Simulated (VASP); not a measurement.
A run of VASP 6.6.1 is set up as follows.

INCAR

```
ALGO = Normal ; EDIFF = 1E-7
EDIFFG = -0.01 ; ENCUT = 600
GGA = PE ; IBRION = 2
ISIF = 3 ; ISMEAR = 0
LASPH = True ; LCHARG = False
LREAL = False ; LWAVE = False
NELM = 80 ; NSW = 100
PREC = Accurate ; SIGMA = 0.1
```

The input KPOINTS:

```
k-points
0
Gamma
  18 18 10
```

POSCAR

```
SiC3
1.0
    2.7077265981      0.0000000000      0.0000000000
   -1.3538632991      2.3449600205      0.0000000000
    0.0000000000      0.0000000000      4.7716095240
Si C
1 3
Direct
    0.3333333333      0.6666666667      0.0000000000
    0.3333333333      0.6666666667      0.5000000000
    0.6666666667      0.3333333333      0.2821508408
    0.6666666667      0.3333333333      0.7178491592
```

Potentials or basis: VASP PAW PBE potentials, release 64 (Si, C).

Run with:

```sh
$ cat potpaw_PBE.64/Si/POTCAR potpaw_PBE.64/C/POTCAR > POTCAR
$ mpirun -np 1 vasp_std > vasp.out
```

Q: What does it give for the relaxed volume?

A: 7.59 Å³/atom.

Q: Estimate the relaxed cell.

A: a = 2.684 Å, b = 2.684 Å, c = 4.866 Å, α = 90.00°, β = 90.00°, γ = 120.00°.

The path:
| step | energy change (eV) | largest force (eV/Å) | pressure (GPa) | volume (Å³) |
| --- | --- | --- | --- | --- |
| 1 | 0.0000 | 0.1873 | 1.10 | 30.30 |
| 2 | -0.0133 | 0.2028 | -0.66 | 30.52 |
| 3 | -0.0138 | 0.1428 | -0.38 | 30.49 |
| 4 | -0.0159 | 0.1037 | -0.14 | 30.42 |
| 5 | -0.0171 | 0.0445 | 0.24 | 30.33 |
| 6 | -0.0172 | 0.0290 | -0.19 | 30.38 |
| 7 | -0.0173 | 0.0030 | 0.00 | 30.36 |
